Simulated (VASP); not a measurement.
Wanted: the native input for a VASP 6.6.1 run.

```
Task                   : single point
Functional             : PBE
Potentials or basis    : VASP PAW PBE potentials, release 64 (Ni, O)
Cutoff                 : 520 eV
k mesh                 : 5 × 5 × 5
Occupations            : gaussian, width 0.05 eV
Spin                   : collinear spin, antiferromagnetic start
Starting moments       : [2.0, -2.0, 0.0, 0.0] μB
Hubbard terms          : Ni d U = 6.2 eV
Dipole correction      : no
Further INCAR settings : ALGO = Normal; EDIFF = 1e-06; NBANDS = 28
```

The structure of NiO lies in POSCAR:

```
NiO
1.0
    0.0000000000      1.7424802783      4.9268273990
   -1.5090321866     -0.8712401391      4.9268273990
    1.5090321866     -0.8712401391      4.9268273990
Ni O
2 2
Direct
    0.5000000000     -0.5000000000      0.5000000000
    1.0000000000      0.0000000000      1.0000000000
    0.2500000000      0.2500000000      0.2500000000
    0.7500000000      0.7500000000      0.7500000000
```

These files were run (other wordings do the same):

INCAR

```
PREC = Accurate
ENCUT = 520
EDIFF = 1E-6
ISMEAR = 0
SIGMA = 0.05
LREAL = False
LASPH = True
NELM = 150
ALGO = Normal
ISIF = 2
LWAVE = False
LCHARG = False
ISPIN = 2
MAGMOM = 2 -2 0 0
LORBIT = 11
LMAXMIX = 4
LDAU = True
LDAUTYPE = 2
LDAUL = 2 -1
LDAUU = 6.2 0
LDAUJ = 0 0
LDAUPRINT = 1
GGA = PE
NBANDS = 28
```

KPOINTS

```
regular mesh
0
Gamma
  5 5 5
```

Potentials or basis: VASP PAW PBE potentials, release 64 (Ni, O).

Launch:

```sh
$ cat potpaw_PBE.64/Ni/POTCAR potpaw_PBE.64/O/POTCAR > POTCAR
$ mpirun -np 1 vasp_std > vasp.out
```

Results of the run:

| Property | Result |
| --- | --- |
| Pressure | -9.7 GPa |
| Band gap on the k mesh | 2.99 eV |
| Net moment | 0.00 μB per cell |
| Site moments | Ni +1.76, -1.76; O +0.00 μB |
| Valence electrons inside the program's atomic spheres | Ni 8.89; O 4.99 |

Caveat: the k points lie up to 0.49 Å⁻¹ apart.

Wall time 82 s on 1 thread of Intel(R) Xeon(R) Platinum 8488C (Sapphire Rapids), on a shared host, peak memory 0.29 GiB.
